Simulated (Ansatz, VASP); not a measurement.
# One calculation of Pt, two programs

File INCAR:

```
  ALGO = Fast
  EDIFF = 1E-6
  ENCUT = 520
  GGA = CA
  ISIF = 2
  ISMEAR = 0
  LASPH = T
  LCHARG = F
  LREAL = F
  LWAVE = F
  NBANDS = 11
  NELM = 80
  PREC = Accurate
  SIGMA = 0.15
```

File KPOINTS:

```
k-points
0
Gamma
  22 22 22
```

Contents of POSCAR:

```
Pt
1.0
    0.0000000000      2.2432756526      1.5247544611
    2.2432756526      0.0000000000      1.5247544611
    2.2432756526      2.2432756526      0.0000000000
Pt
1
Direct
    0.0000000000      0.0000000000      0.0000000000
```

Input for Ansatz:

```yaml
crystal:
  lattice:
    - [0.0, 2.2432756526, 1.5247544611]
    - [2.2432756526, 0.0, 1.5247544611]
    - [2.2432756526, 2.2432756526, 0.0]
  atoms:
    - { symbol: Pt, position: [0.0, 0.0, 0.0] }
basis:
  ecutwfc: 420
kpoints:
  mp_grid: { grid: [22, 22, 22] }
hamiltonian:
  xc: lda
  pseudopotentials: { kind: paw, azcp: { folder: soft_1 } }
scf:
  occupations: { method: gaussian, width: 0.15 }
output:
  forces: true
  stress: true
  eigenvalues: true
```

Alike in both runs: task single point; functional LDA; k mesh 22 × 22 × 22; occupations gaussian, width 0.15 eV; no spin polarisation.

```csv
,VASP,Ansatz
version,VASP 6.6.1,Ansatz 0.2.0
potentials or method,"VASP PAW LDA potentials, release 64 (Pt), cutoff 520 eV","scalar-relativistic, plane waves, PAW"
valence electrons in the cell,10,18
```

Ansatz gave:

| Quantity | Value |
| --- | --- |
| gap on the k mesh at the Fermi level (eV) | none |
| pressure (GPa) | -7.8 |
| traceless stress, the component that is largest in VASP (GPa) | -3.00 |

Task: What did VASP give for the same quantities?

Result: gap on the k mesh at the Fermi level (eV): none; pressure (GPa): -7.1; traceless stress, the component that is largest in VASP (GPa): -2.94.

Ansatz warns that its potentials were made for another functional, while VASP's fit it. LDA's correlation is that of Perdew and Zunger in VASP and of Perdew and Wang (1992) in Ansatz. A gap of «none» marks a metal or a gap that the smearing closes. VASP's potentials hold 10 valence electrons a cell and Ansatz's 18, so a difference there can come from the potentials and not from the codes.

Neither program's run includes spin-orbit coupling.
